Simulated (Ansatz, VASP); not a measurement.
Two plane-wave programs on ZrSi2

INCAR

```
ALGO = Normal
EDIFF = 1E-6
ENCUT = 520
GGA = PE
ISIF = 2
ISMEAR = -1
LASPH = True
LCHARG = False
LREAL = False
LWAVE = False
NBANDS = 29
NELM = 100
PREC = Accurate
SIGMA = 0.1
```

Contents of KPOINTS:

```
k-points
0
Gamma
  8 8 8
```

File POSCAR:

```
ZrSi2
1.0
    3.7250270000      0.0000000000      0.0000000000
    1.8625140000     -7.3899730000      0.0000000000
    0.0000000000      0.0000000000     -3.6749600000
Si Zr
4 2
Direct
    0.7500000000      0.5000000000      0.7500000000
    0.2500000000      0.5000000000      0.2500000000
    0.4390000000      0.1220000000      0.7500000000
    0.5610000000      0.8780000000      0.2500000000
    0.1040000000      0.7920000000      0.7500000000
    0.8960000000      0.2080000000      0.2500000000
```

Input for Ansatz:

```yaml
crystal:
  lattice:
    - [3.725027, 0.0, 0.0]
    - [1.862514, -7.389973, 0.0]
    - [0.0, 0.0, -3.67496]
  atoms:
    - { symbol: Si, position: [0.75, 0.5, 0.75] }
    - { symbol: Si, position: [0.25, 0.5, 0.25] }
    - { symbol: Zr, position: [0.104, 0.792, 0.75] }
    - { symbol: Zr, position: [0.896, 0.208, 0.25] }
    - { symbol: Si, position: [0.439, 0.122, 0.75] }
    - { symbol: Si, position: [0.561, 0.878, 0.25] }
  symmetry: { tolerance: 0.0003 }
kpoints:
  mp_grid: { grid: [8, 8, 8], shift: [0, 0, 0] }
  band_path:
    path:
      - [0.0, 0.0, 0.0]
      - [0.0, -0.5, 0.0]
      - [0.46823981, -0.2658801, 0.0]
      - [0.53176019, 0.2658801, 0.0]
      - [0.0, 0.0, 0.0]
      - [0.0, 0.0, -0.5]
      - [0.53176019, 0.2658801, -0.5]
      - [0.46823981, -0.2658801, -0.5]
      - [0.0, -0.5, -0.5]
      - [0.0, -0.5, 0.0]
      - [0.0, 0.0, 0.0]
    npoints: 6
magnetization:
  spin_polarized: false
scf:
  occupations: { method: fermi_dirac }
  lower_state_search: "off"
  max_iter: 200
hamiltonian:
  pseudopotentials: { kind: paw }
  xc: pbe
basis:
  ecutwfc: 420
  fft_grid_basis: typed
output:
  forces: true
  stress: true
  eigenvalues: true
  bader: true
  populations: true
  elf: true
  write_potential: true
  volumetric_format: npy
  dos:
    e_range: [-12, 8]
    de: 0.05
    projected: { site_lists: { Si: [Si], Zr: [Zr] } }
checkpoint:
  read: saved_state
```

Alike in both runs: task single point; functional PBE; k mesh 8 × 8 × 8; no spin polarisation.

```csv
,VASP,Ansatz
version,VASP 6.6.1,Ansatz 0.2.0
potentials or method,"VASP PAW PBE potentials, release 64 (Si, Zr_sv), cutoff 520 eV",PAW plane waves
occupations,"fermi-dirac, width 0.1 eV",fermi-dirac
valence electrons in the cell,40,40
```

```tsv
	VASP	Ansatz	Ansatz less VASP
pressure (GPa)	-0.9	-0.9	-0.03
rms of the force components (eV/Å)	0.328	0.325	-0.0024
```
